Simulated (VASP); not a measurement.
# SiC2 (P6_3/mmc) in VASP: a series of runs, part 2 of 2

VASP 6.6.1. Earlier steps stand in the parts before.

### 3 Relaxation of cell and atoms, PBE

This run uses another cell than the first one, of 8.44 Å³/atom, 1.003 times its volume.

Input file INCAR:

```
PREC = Accurate
ENCUT = 600
EDIFF = 1E-6
ISMEAR = 0
SIGMA = 0.1
LREAL = False
LASPH = True
NELM = 100
ALGO = Normal
ISIF = 3
LWAVE = False
LCHARG = False
GGA = PE
IBRION = 2
NSW = 100
EDIFFG = -0.01
```

Input file KPOINTS:

```
regular mesh
0
Gamma
  18 18 4
```

Input file POSCAR:

```
SiC2
1.0
    2.5605029934      0.0000000000      0.0000000000
   -1.2802514967      2.2174606388      0.0000000000
    0.0000000000      0.0000000000      8.9183377272
Si C
2 4
Direct
    0.3333333333      0.6666666667      0.7500000000
    0.6666666667      0.3333333333      0.2500000000
    0.3333333333      0.6666666667      0.9761136019
    0.3333333333      0.6666666667      0.5238863981
    0.6666666667      0.3333333333      0.4761136019
    0.6666666667      0.3333333333      0.0238863981
```

Potentials or basis: VASP PAW PBE potentials, release 64 (Si, C).

Run with:

```console
$ cat potpaw_PBE.64/Si/POTCAR potpaw_PBE.64/C/POTCAR > POTCAR
$ mpirun -np 1 vasp_std > vasp.out
```

OUTCAR:

```text
PREC = Accurate
   ENCUT = 600
   EDIFF = 1E-6
   ISMEAR = 0
   LREAL = False
   LASPH = True
   NELM = 100
   ISIF = 3
   GGA = PE
   IBRION = 2
   NSW = 100
   EDIFFG = -0.01

 ion  position               nearest neighbor table
   1  0.333  0.667  0.750-   3 2.02   4 2.02
   2  0.667  0.333  0.250-   5 2.02   6 2.02
   3  0.333  0.667  0.976-   6 1.54   6 1.54   6 1.54   1 2.02
   4  0.333  0.667  0.524-   5 1.54   5 1.54   5 1.54   1 2.02
   5  0.667  0.333  0.476-   4 1.54   4 1.54   4 1.54   2 2.02
   6  0.667  0.333  0.024-   3 1.54   3 1.54   3 1.54   2 2.02

  LATTYP: Found a hexagonal cell.
 ALAT       =     2.5605029934
 C/A-ratio  =     3.4830413205

  Lattice vectors:

 A1 = (   2.5605029934,   0.0000000000,   0.0000000000)
 A2 = (  -1.2802514967,   2.2174606388,   0.0000000000)
 A3 = (   0.0000000000,   0.0000000000,   8.9183377272)

Analysis of symmetry for initial positions (statically):
=====================================================================
 Subroutine PRICEL returns:
 Original cell was already a primitive cell.

 Routine SETGRP: Setting up the symmetry group for a
 hexagonal supercell.

 Subroutine GETGRP returns: Found 24 space group operations
 (whereof 12 operations were pure point group operations)
[... 183 lines left out ...]
  Total       -1.4345316     -1.4345316      1.5563792      0.0000000      0.0000000      0.0000000
  in kB      -45.3895199    -45.3895199     49.2448570      0.0000000      0.0000000      0.0000000
  external PRESSURE =     -13.8447276 kB  Pullay stress =       0.0000000 kB
[... 147 lines left out ...]
--------------------------------------- Ionic step        5  -------------------------------------------

 number of electron      24.0000000 magnetization

 Free energy of the ion-electron system (eV)
  ---------------------------------------------------
  ext. energy  EPLUGINS =         0.00000000
  ---------------------------------------------------
  free energy    TOTEN  =       -45.63820574 eV

  energy without entropy =      -45.63507690  energy(sigma->0) =      -45.63664132

 E-fermi :  10.2867     XC(G=0): -12.1956

 val. band max:       10.2319269362   @ k =   0.3889   0.1667   0.5000
 cond. band min:      10.3051579939   @ k =   0.3333   0.1667   0.2500
 fundamental gap:      0.0732310578
 Fermi energy:        10.2867485373

 k-point     1 :       0.0000    0.0000    0.0000
  band No.  band energies     occupation
      1      -9.3925      2.00000
      2      -9.0850      2.00000
      3      -4.0089      2.00000
      4      -1.2641      2.00000
      5      -0.2079      2.00000
      6       5.7043      2.00000
[... 433 lines left out ...]
      3      -1.7819      2.00000
      4      -1.6165      2.00000
      5       1.6937      2.00000
      6       3.7637      2.00000
[... 8 lines left out ...]
     15      14.7136      0.00000
     16      15.3145      0.00000

 [... further k-points ...]

------------------------ aborting loop because EDIFF is reached ----------------------------------------

  FORCE on cell =-STRESS in cart. coord.  units (eV):
  Direction    XX          YY          ZZ          XY          YZ          ZX
  --------------------------------------------------------------------------------------
  -------------------------------------------------------------------------------------
  Total        0.0104022      0.0104022      0.0213602      0.0000000      0.0000000      0.0000000
  in kB        0.3301689      0.3301689      0.6779764      0.0000000      0.0000000      0.0000000
  external PRESSURE =       0.4461047 kB  Pullay stress =       0.0000000 kB
[... 21 lines left out ...]
  FREE ENERGIE OF THE ION-ELECTRON SYSTEM (eV)
  ---------------------------------------------------
  free  energy   TOTEN  =       -45.6382057362 eV

  energy  without entropy=      -45.6350768960  energy(sigma->0) =      -45.63664132

 reached required accuracy - stopping structural energy minimisation
```

OSZICAR:

```text
N       E                     dE             d eps       ncg     rms          rms(c)
DAV:   1     0.749343022773E+02    0.74934E+02   -0.13284E+04  3552   0.155E+03
DAV:   2    -0.429111368361E+02   -0.11785E+03   -0.11555E+03  4744   0.240E+02
[... 34 lines left out ...]
   4 F= -.45638077E+02 E0= -.45636558E+02  d E =-.690955E-03
       N       E                     dE             d eps       ncg     rms          rms(c)
DAV:   1    -0.456382476761E+02   -0.17032E-03   -0.14047E-02  3624   0.994E-01    0.499E-02
DAV:   2    -0.456382236636E+02    0.24013E-04   -0.19011E-04  5016   0.108E-01    0.264E-02
DAV:   3    -0.456382056166E+02    0.18047E-04   -0.41865E-05  4472   0.481E-02    0.433E-03
DAV:   4    -0.456382057362E+02   -0.11969E-06   -0.35795E-06  4120   0.132E-02
   5 F= -.45638206E+02 E0= -.45636641E+02  d E =-.820108E-03
```

Run time: 4.2 min. Hardware: 1 thread of Intel Xeon Platinum 8259CL at 2.50GHz (Skylake/Cascade Lake), shared host; peak memory 0.23 GiB.

What came out:

* Free energy: -45.6382 eV
* Relaxed volume: 8.41 Å³/atom
* Relaxed cell: a = 2.545 Å, b = 2.545 Å, c = 8.997 Å, α = 90.00°, β = 90.00°, γ = 120.00°
* Space group after relaxing (to 0.05 Å): P6_3/mmc (No. 194)
* Energy gained by relaxing: 2.6 meV/atom
* Ionic steps: 5
* Pressure after relaxing: 0.0 GPa
* Largest force after relaxing: 0.003 eV/Å
* Band gap on the k mesh: zero (band 12 reaches 14.27 eV, above the bottom of band 13 at 7.70 eV)

Forces in eV/Å, atoms in the order of the input:
```
Si   0.000  0.000  0.000
Si   0.000  0.000  0.000
C    0.000  0.000 -0.003
C    0.000  0.000  0.003
C    0.000  0.000 -0.003
C    0.000  0.000  0.003
```

Step by step:
| step | energy change (eV) | largest force (eV/Å) | pressure (GPa) | volume (Å³) |
| --- | --- | --- | --- | --- |
| 1 | 0.0000 | 0.0148 | -1.38 | 50.64 |
| 2 | -0.0049 | 0.1397 | 2.45 | 50.09 |
| 3 | -0.0148 | 0.0879 | 0.62 | 50.34 |
| 4 | -0.0155 | 0.0386 | -0.17 | 50.53 |
| 5 | -0.0157 | 0.0034 | 0.04 | 50.48 |

Final structure:
```xyz
6
Lattice="2.5453 0.0000 0.0000 -1.2727 2.2043 0.0000 0.0000 0.0000 8.9967" Properties=species:S:1:pos:R:3 pbc="T T T"
Si    0.0000    1.4695    6.7475
Si    1.2727    0.7348    2.2492
C     0.0000    1.4695    8.7850
C     0.0000    1.4695    4.7101
C     1.2727    0.7348    4.2867
C     1.2727    0.7348    0.2117
```

### 4 Single point, PBE

This run uses another cell than the first one, of 13.61 Å³/atom, 1.617 times its volume.

Input file INCAR:

```
PREC = Accurate
ENCUT = 520
EDIFF = 1E-6
ISMEAR = 0
SIGMA = 0.1
LREAL = F
LASPH = T
NELM = 100
ALGO = Normal
ISIF = 2
LWAVE = F
LCHARG = F
GGA = PE
NBANDS = 21
```

Input file KPOINTS:

```
regular mesh
0
Gamma
  6 6 2
```

Input file POSCAR:

```
SiC2
1.0
    2.6634302900      0.0000000000      0.0000000000
   -1.3317151400      2.3065982900      0.0000000000
    0.0000000000      0.0000000000     13.2903114600
Si C
2 4
Direct
    0.3333333300      0.6666666700      0.7500000000
    0.6666666700      0.3333333300      0.2500000000
    0.3333333300      0.6666666700      0.0833333300
    0.3333333300      0.6666666700      0.4166666700
    0.6666666700      0.3333333300      0.5833333300
    0.6666666700      0.3333333300      0.9166666700
```

Run with:

```console
$ cat potpaw_PBE.64/Si/POTCAR potpaw_PBE.64/C/POTCAR > POTCAR
$ mpirun -np 1 vasp_std > vasp.out
```

Wall time 26 s (1 thread of Intel Xeon Platinum 8259CL at 2.50GHz (Skylake/Cascade Lake), shared host); peak memory 0.19 GiB.

Results (log left out):

| Property | Result |
| --- | --- |
| Free energy | -25.9027 eV |
| Pressure | -21.0 GPa |
| Largest force | 0.288 eV/Å |
| Band gap on the k mesh | zero (band 12 reaches 8.12 eV, above the bottom of band 13 at 2.31 eV) |

Forces in eV/Å, atoms in the order of the input:
```
Si   0.000  0.000  0.000
Si   0.000  0.000  0.000
C    0.000  0.000 -0.288
C    0.000  0.000  0.288
C    0.000  0.000 -0.288
C    0.000  0.000  0.288
```

Stress tensor (GPa, compression positive):
```
-17.51   0.00   0.00
  0.00 -17.51   0.00
  0.00   0.00 -28.09
```

Levels at points of the mesh, in eV from the Fermi level:
```csv
k point,band 10,band 11,band 12,band 13,band 14,band 15
"(0.00, 0.00, 0.00)",2.09,3.53,3.53,3.56,3.56,3.87
"(0.50, 0.00, 0.00)",-3.43,-2.01,-1.56,-0.82,0.69,1.70
"(0.00, 0.00, 0.50)",0.52,3.54,3.54,3.54,3.54,3.89
"(0.50, 0.00, 0.50)",-3.48,-2.10,-2.10,0.14,0.14,1.79
```

Caveat: the k points lie up to 0.45 Å⁻¹ apart.

### 5 Single point, PBE

This run uses another cell than the first one, of 8.44 Å³/atom, 1.003 times its volume.

Input file INCAR:

```
SYSTEM = SiC2
PREC = Accurate
ENCUT = 520
EDIFF = 1E-6
ISMEAR = 0
SIGMA = 0.1
LREAL = .FALSE.
LASPH = .TRUE.
NELM = 100
ALGO = Normal
ISIF = 2
LWAVE = .FALSE.
LCHARG = .FALSE.
GGA = PE
NBANDS = 21
```

Input file KPOINTS:

```
regular mesh
0
G
  6 6 2
  0 0 0
```

Input file POSCAR:

```
SiC2
1.0
    2.5605029934     -0.0000000028      0.0000000000
   -1.2802514943      2.2174606402      0.0000000000
    0.0000000000      0.0000000000      8.9183377272
Si C
2 4
Direct
    0.3333333333      0.6666666667      0.7500000000
    0.6666666667      0.3333333333      0.2500000000
    0.3333333333      0.6666666667     -0.0238863981
    0.3333333333      0.6666666667      0.5238863981
    0.6666666667      0.3333333333      0.4761136019
    0.6666666667      0.3333333333      1.0238863981
```

Run with:

```console
$ cat potpaw_PBE.64/Si/POTCAR potpaw_PBE.64/C/POTCAR > POTCAR
$ mpirun -np 1 vasp_std > vasp.out
```

It took 6.7 s on 1 thread of Intel Xeon 6975P-C (Granite Rapids), shared host; peak memory 0.16 GiB.

It converged, with:

```yaml
Free_energy: -45.4807 eV
Pressure: -0.1 GPa
Largest_force: 0.009 eV/Å
Band_gap_on_the_k_mesh: zero (band 12 reaches 14.22 eV, above the bottom of band 13 at 7.71 eV)
```

Forces on the atoms (eV/Å):
```
Si   0.000  0.000  0.000
Si   0.000  0.000  0.000
C    0.000  0.000 -0.009
C    0.000  0.000  0.009
C    0.000  0.000 -0.009
C    0.000  0.000  0.009
```

Stress tensor (GPa, compression positive):
```
-0.03  0.00  0.00
 0.00 -0.03  0.00
 0.00  0.00 -0.12
```

Levels at points of the mesh, in eV from the Fermi level:
| k point | band 10 | band 11 | band 12 | band 13 | band 14 | band 15 |
| --- | --- | --- | --- | --- | --- | --- |
| (0.00, 0.00, 0.00) | -2.61 | -2.61 | 3.70 | 6.18 | 6.18 | 6.19 |
| (0.50, 0.00, 0.00) | -5.02 | -4.97 | -3.44 | 0.74 | 1.61 | 4.44 |
| (0.00, 0.00, 0.50) | -2.62 | 0.63 | 0.63 | 6.26 | 6.26 | 6.26 |
| (0.50, 0.00, 0.50) | -5.74 | -3.32 | -3.32 | 0.52 | 0.52 | 5.18 |

Caveat: the k points lie up to 0.47 Å⁻¹ apart.

### 6 The runs side by side

| task | cell | k mesh | cutoff (eV) | gap on the mesh (eV) | pressure (GPa) | largest force (eV/Å) |
| --- | --- | --- | --- | --- | --- | --- |
| single point | a = 2.546, b = 2.546, c = 9.000 Å, angles 90.0, 90.0, 120.0°, 6 atoms | 18 × 18 × 4 | 520 | none | 0.2 | 0.01 |
| relaxation of cell and atoms | relaxed from a = 2.561, b = 2.561, c = 8.918 Å, angles 90.0, 90.0, 120.0°, 6 atoms | 18 × 18 × 4 | 600 | none | 0.0 | - |
| single point | a = 2.663, b = 2.663, c = 13.290 Å, angles 90.0, 90.0, 120.0°, 6 atoms | 6 × 6 × 2 | 520 | none | -21.0 | 0.29 |
| single point | a = 2.561, b = 2.561, c = 8.918 Å, angles 90.0, 90.0, 120.0°, 6 atoms | 6 × 6 × 2 | 520 | none | -0.1 | 0.01 |

Alike in all rows: level PBE; potentials or basis VASP PAW PBE potentials, release 64 (Si, C); no spin polarisation; smearing gaussian 0.1 eV.

Caveats: some runs use coarse meshes.

Absolute energies hang on the potentials; compare differences alone.
